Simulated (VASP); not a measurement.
A run of VASP 6.6.1:

The input INCAR:

```
PREC     = Accurate       # precision mode
ENCUT    = 600            # plane-wave cutoff, eV
EDIFF    = 1E-6           # SCF threshold, eV
ISMEAR   = -1             # smearing method
SIGMA    = 0.05           # smearing width, eV
LREAL    = F              # projectors in reciprocal space
LASPH    = T              # aspherical terms in the spheres
NELM     = 60             # most SCF steps
ALGO     = Normal         # electronic algorithm
ISIF     = 3              # what is computed and relaxed
LWAVE    = F              # write WAVECAR
LCHARG   = F              # write CHGCAR
GGA      = CA             # functional
IBRION   = 2              # ionic algorithm
NSW      = 60             # ionic steps
EDIFFG   = -0.005         # ionic threshold
```

The input KPOINTS:

```
regular mesh
0
Gamma
  13 13 13
```

POSCAR

```
Na
1.0
   -2.0287108707      2.0287108707      2.0287108707
    2.0287108707     -2.0287108707      2.0287108707
    2.0287108707      2.0287108707     -2.0287108707
Na
1
Direct
    0.0000000000      0.0000000000      0.0000000000
```

Potentials or basis: VASP PAW LDA potentials, release 64 (Na_pv).

The run is started by

```sh
$ cat potpaw_LDA.64/Na_pv/POTCAR > POTCAR
$ mpirun -np 1 vasp_std > vasp.out
```

Hardware: 1 thread of Intel(R) Xeon(R) Platinum 8259CL CPU @ 2.50GHz (Skylake/Cascade Lake), with other jobs on the host.

How long does it take, and how much memory?

Run time: 18 s on 1 thread of Intel(R) Xeon(R) Platinum 8259CL CPU @ 2.50GHz (Skylake/Cascade Lake), with other jobs on the host, peak memory 0.14 GiB. Counts: scf iterations 14, k points 84, ion steps 2.
